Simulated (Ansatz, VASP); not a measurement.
V: VASP beside Ansatz

```
V
1.0
     2.60429    0.00000    0.00000
    -1.30215    2.25538    0.00000
     0.00000    0.00000    4.72334
V
2
Direct
  0.33333 0.66667 0.25000
  0.66667 0.33333 0.75000
```

Alike in both runs: functional PBE-based screened hybrid with a share of 0.25 of exact exchange and HFSCREEN = 0.3; k mesh 6 × 6 × 3; occupations fermi-dirac, width 0.05 eV; collinear spin.

|  | VASP | Ansatz |
| --- | --- | --- |
| version | VASP 6.6.1 | Ansatz 0.2.0 |
| potentials or method | VASP PAW PBE potentials, release 64 (V_sv) | Ansatz PAW |
| plane-wave cutoff (eV) | 520 | 420 |
| valence electrons in the cell | 26 | 26 |
| task | single point | band structure |

Ansatz gave:

- gap on the k mesh at the Fermi level (eV): none
- pressure (GPa): -5.5
- traceless stress, the component that is largest in VASP (GPa): -2.12
- net moment per atom (μB): 0.00

Problem. What did VASP give for the same quantities?

Solution. gap on the k mesh at the Fermi level (eV): none; pressure (GPa): -5.0; traceless stress, the component that is largest in VASP (GPa): -2.25; net moment per atom (μB): 0.00.

VASP's potentials were made for PBE, not for PBE-based screened hybrid. A gap of «none» marks a metal or a gap that the smearing closes. The functional is the same, so the differences come from potentials, cutoffs and numerics.

The k mesh is coarse, so the values compare programs but aren't converged. Noted on Ansatz's run: the magnetic or orbital state may not be the lowest.
